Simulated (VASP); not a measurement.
Crystal: BiRu.

```
Bi Ru
1.0
     5.44427    0.00000    0.00000
     0.00000    5.44427    0.00000
     0.00000    0.00000    5.44427
Bi Ru
4 4
Direct
  0.13400 0.13400 0.13400
  0.36600 0.86600 0.63400
  0.63400 0.36600 0.86600
  0.86600 0.63400 0.36600
  0.84450 0.84450 0.84450
  0.65550 0.15550 0.34450
  0.34450 0.65550 0.15550
  0.15550 0.34450 0.65550
```

- Program: VASP 6.6.1
- Task: relaxation of cell and atoms
- Functional: PBE
- Potentials or basis: VASP PAW PBE potentials, release 64 (Bi_d, Ru_pv)
- Cutoff: 600 eV
- k mesh: 4 × 4 × 4
- Occupations: gaussian, width 0.1 eV
- Spin: no spin polarisation

At the start: pressure -0.2 GPa; volume 20.17 Å³/atom.

**Question.** How do energy, volume and symmetry change on relaxing?

**Answer.** Over 11 steps the energy falls by 118.5 meV/atom and the volume is 19.91 Å³/atom (-1.3 %); space group P2_13 (No. 198, to 0.1 Å) before and after.

The path:
```
step  energy change (eV)  largest force (eV/Å)  pressure (GPa)  volume (Å³)
   1              0.0000                1.3960           -0.18       161.37
   2             -0.3389                1.0992           -0.94       160.85
   3             -0.9029                0.3112           -0.67       159.29
   4             -0.9410                0.0720            0.39       158.72
   5             -0.9418                0.0896            0.22       158.80
   6             -0.9429                0.0658           -0.62       159.91
   7             -0.9433                0.0739           -0.34       159.53
   8             -0.9448                0.0572           -0.25       159.43
   9             -0.9466                0.0556            0.03       159.16
  10             -0.9471                0.0497           -0.01       159.19
  11             -0.9483                0.0325           -0.13       159.27
```

Final structure:
```
Bi Ru
1.0
     5.42058    0.00000    0.00000
     0.00000    5.42058    0.00000
     0.00000    0.00000    5.42058
Bi Ru
4 4
Direct
  0.16920 0.16920 0.16920
  0.33080 0.83080 0.66920
  0.66920 0.33080 0.83080
  0.83080 0.66920 0.33080
  0.84318 0.84318 0.84318
  0.65682 0.15682 0.34318
  0.34318 0.65682 0.15682
  0.15682 0.34318 0.65682
```
